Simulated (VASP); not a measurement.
A run of VASP 6.6.1 is set up as follows.

Contents of INCAR:

```
SYSTEM = Au
PREC = Accurate ; ENCUT = 520
EDIFF = 1E-6 ; ISMEAR = 0
SIGMA = 0.15 ; LREAL = .False.
LASPH = .True. ; NELM = 100
ALGO = Fast ; ISIF = 2
LWAVE = .False. ; LCHARG = .False.
GGA = PS ; NBANDS = 18
```

Contents of KPOINTS:

```
Automatic mesh
0
Gamma
  24 24 12
  0 0 0
```

POSCAR

```
Au
1.0
    1.4100150311     -2.5610506531      0.0000000000
    1.4100150311      2.5610506531      0.0000000000
    0.0000000000      0.0000000000      4.8006775662
Au
2
Direct
    0.6638639510      0.3361360490      0.2500000000
    0.3361360490      0.6638639510      0.7500000000
```

Potentials or basis: VASP PAW PBE potentials, release 64 (Au).

Command:

```bash
$ cat potpaw_PBE.64/Au/POTCAR > POTCAR
$ mpirun -np 1 vasp_std > vasp.out
```

Question: What does it give for the pressure?

Answer: -3.0 GPa.

Question: What does it give for the largest force?

Answer: 0.017 eV/Å.

Question: Predict the band gap on the k mesh.

Answer: Zero (bands 11 and 12 overlap by 6.55 eV).

Stress tensor (GPa, compression positive):
```
-1.90  0.00  0.00
 0.00 -4.27  0.00
 0.00  0.00 -2.70
```

Caveat: the cell differs from its parent crystal (strain +0.0175 x Voigt [0, 1, 0, 0, 0, 0]); the PAW data sets were made with another functional, which shifts forces and pressure a little; spin-orbit coupling is left out, which moves the levels of the heavy elements.
